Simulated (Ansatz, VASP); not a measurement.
## One calculation of La, two programs

```
CELL_PARAMETERS angstrom
3.79935 0.00000 0.00000
-1.89967 3.29033 0.00000
0.00000 0.00000 6.14988
ATOMIC_POSITIONS crystal
La 0.33333 0.66667 0.25000
La 0.66667 0.33333 0.75000
```

Change from the starting cell: functional pbesol, volume scaled by 1.04, PAW files.

Alike in both runs: task electric field gradients; functional PBEsol; k mesh 11 × 11 × 6; occupations fermi-dirac, width 0.08 eV; no spin polarisation.

|  | VASP | Ansatz |
| --- | --- | --- |
| version | VASP 6.6.1 | Ansatz 0.2.0 |
| potentials or method | VASP PAW PBE potentials, release 64 (La) | PAW with Ansatz's default frozen-core files, scalar-relativistic |
| plane-wave cutoff (eV) | 520 | 420 |
| valence electrons in the cell | 22 | 22 |

|  | VASP | Ansatz | Ansatz less VASP |
| --- | --- | --- | --- |
| pressure (GPa) | -2.4 | -2.5 | -0.02 |
| traceless stress, the component that is largest in VASP (GPa) | -0.13 | -0.15 | -0.015 |
| size of Vzz on the site where it differs most (V/Å²) | 10.6 | 9.6 | -0.94 |

VASP's potentials were made for PBE, not for PBEsol.

Spin-orbit coupling is off throughout.
